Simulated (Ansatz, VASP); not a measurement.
## PtSe2 in VASP and in Ansatz

```
CELL_PARAMETERS angstrom
3.73835 0.00000 0.00000
-1.86918 3.23751 0.00000
0.00000 0.00000 4.63193
ATOMIC_POSITIONS crystal
Pt 0.00000 0.00000 0.00000
Se 0.66667 0.33333 0.72777
Se 0.33333 0.66667 0.27223
```

Alike in both runs: functional PBEsol; dispersion D3(BJ); k mesh 15 × 15 × 10; occupations gaussian, width 0.1 eV; no spin polarisation.

Ansatz relaxed the structure, and its values are those at the end. VASP's run is a single point on that final structure, the one shown.

|  | VASP | Ansatz |
| --- | --- | --- |
| version | VASP 6.6.1 | Ansatz 0.2.0 |
| potentials or method | VASP PAW PBE potentials, release 64 (Pt, Se), cutoff 520 eV | scalar-relativistic, plane waves, PAW |
| valence electrons in the cell | 22 | 50 |

|  | VASP | Ansatz | Ansatz less VASP |
| --- | --- | --- | --- |
| gap on the k mesh at the Fermi level (eV) | none | none | - |
| pressure (GPa) | 0.1 | 0.0 | -0.12 |
| rms of the force components (eV/Å) | 0.007 | 0.001 | -0.0069 |

VASP's potentials were made for PBE, not for PBEsol. A gap of «none» marks a metal or a gap that the smearing closes. VASP's potentials hold 22 valence electrons a cell and Ansatz's 50, so a difference there can come from the potentials and not from the codes.

Neither program's run includes spin-orbit coupling.
